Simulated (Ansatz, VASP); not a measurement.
## Two plane-wave programs on WS2

```
CELL_PARAMETERS angstrom
3.18772 0.00000 0.00000
-1.59386 2.76065 0.00000
0.00000 0.00000 14.85633
ATOMIC_POSITIONS crystal
W 0.33333 0.66667 0.25000
W 0.66667 0.33333 0.75000
S 0.33333 0.66667 0.64425
S 0.66667 0.33333 0.14425
S 0.33333 0.66667 0.85575
S 0.66667 0.33333 0.35575
```

Alike in both runs: functional PBE; k mesh 12 × 12 × 2; no spin polarisation.

Ansatz relaxed the structure, and its values are those at the end. VASP's run is a single point on that final structure, the one shown.

|  | VASP | Ansatz |
| --- | --- | --- |
| version | VASP 6.6.1 | Ansatz 0.2.0 |
| potentials or method | VASP PAW PBE potentials, release 64 (W_sv, S), cutoff 520 eV | scalar-relativistic, plane waves, PAW |
| occupations | gaussian, width 0.01 eV | fixed |
| valence electrons in the cell | 52 | 52 |

|  | VASP | Ansatz | Ansatz less VASP |
| --- | --- | --- | --- |
| gap on the k mesh at the Fermi level (eV) | 1.64 | 1.63 | -0.014 |
| least direct gap on the mesh (eV) | 1.80 | 1.80 | -0.003 |
| pressure (GPa) | 0.0 | 0.0 | +0.04 |

Spin-orbit coupling is off throughout.
